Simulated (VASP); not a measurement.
A run of VASP 6.6.1:

File INCAR:

```
ALGO = Normal
EDIFF = 1E-6
ENCUT = 500
GGA = PE
GGA_COMPAT = False
ISIF = 2
ISMEAR = 0
LASPH = True
LCHARG = False
LREAL = False
LWAVE = False
NBANDS = 21
NELM = 120
PREC = Accurate
SIGMA = 0.2
```

File KPOINTS:

```
k-points
0
Gamma
  4 4 4
```

POSCAR

```
Si3B4
1.0
    4.2564028767      0.0000000000      0.0000000000
    0.0000000000      4.2564028767      0.0000000000
    0.0000000000      0.0000000000      4.2564028767
Si B
3 4
Direct
    0.0000000000      0.5000000000      0.5000000000
    0.5000000000      0.0000000000      0.5000000000
    0.5000000000      0.5000000000      0.0000000000
    0.5000000000      0.0000000000      0.0000000000
    0.0000000000      0.5000000000      0.0000000000
    0.0000000000      0.0000000000      0.5000000000
    0.5000000000      0.5000000000      0.5000000000
```

Potentials or basis: VASP PAW PBE potentials, release 64 (Si, B).

Launch:

```sh
$ cat potpaw_PBE.64/Si/POTCAR potpaw_PBE.64/B/POTCAR > POTCAR
$ mpirun -np 1 vasp_std > vasp.out
```

Hardware: 1 thread of Intel(R) Xeon(R) 6975P-C (Granite Rapids), with other jobs on the host.

Estimate the wall time of this run.

It took 6.6 s on 1 thread of Intel(R) Xeon(R) 6975P-C (Granite Rapids) (shared host), peak memory 0.16 GiB. Counts: scf iterations 12, k points 10.
